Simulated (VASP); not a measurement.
Write the native input for VASP 6.6.1 that does the following.

```yaml
Task: single point
Functional: PBE
Potentials_or_basis: VASP PAW PBE potentials, release 64 (Tm_3, I), 4f in core
Cutoff: 500 eV
k_mesh: 6 × 6 × 6
Occupations: gaussian, width 0.1 eV
Spin: no spin polarisation
Dipole_correction: no
Further_INCAR_settings: ALGO = Normal; EDIFF = 1e-06; NBANDS = 48
```

The structure of TmI4 lies in POSCAR:

```
TmI4
1.0
    3.7132846326     -8.5178716908      0.0000000000
    3.7132846326      8.5178716908      0.0000000000
    0.0000000000      0.0000000000      7.0123401420
Tm I
2 8
Direct
    0.5000000000      0.5000000000      0.0000000000
    0.0000000000      0.0000000000      0.5000000000
    0.8946643979      0.6837839583      0.1558574549
    0.1053356021      0.3162160417      0.1558574549
    0.1837839583      0.3946643979      0.6558574549
    0.8162160417      0.6053356021      0.6558574549
    0.3946643979      0.1837839583      0.3441425451
    0.6053356021      0.8162160417      0.3441425451
    0.3162160417      0.1053356021      0.8441425451
    0.6837839583      0.8946643979      0.8441425451
```

The cell was generated, and may not be a known phase.

These files were run (other wordings do the same):

INCAR

```
SYSTEM = TmI4
PREC = Accurate
ENCUT = 500
EDIFF = 1E-6
ISMEAR = 0
SIGMA = 0.1
LREAL = .False.
LASPH = .True.
NELM = 200
ALGO = Normal
ISIF = 2
LWAVE = .False.
LCHARG = .True.
GGA = PE
LELF = .True.
LVHAR = .True.
NBANDS = 48
GGA_COMPAT = .False.
LMAXMIX = 6
```

KPOINTS

```
regular mesh
0
Gamma
  6 6 6
  0 0 0
```

Potentials or basis: VASP PAW PBE potentials, release 64 (Tm_3, I), 4f in core.

Run with:

```sh
$ cat potpaw_PBE.64/Tm_3/POTCAR potpaw_PBE.64/I/POTCAR > POTCAR
$ mpirun -np 1 vasp_std > vasp.out
```

Results of the run:

| Quantity | Value |
| --- | --- |
| Pressure | 0.1 GPa |
| Largest force | 0.021 eV/Å |
| Band gap on the k mesh | zero (bands 37 and 38 overlap by 1.18 eV) |

Caveat: spin-orbit coupling is left out, which moves the levels of the heavy elements; the 4f electrons are frozen in the core, so they carry no moment and show no levels; the run has no spin polarisation, though such a crystal can be magnetic.

It took 15 min on 1 thread of Intel(R) Xeon(R) 6975P-C (Granite Rapids), on a shared host, peak memory 1.1 GiB.
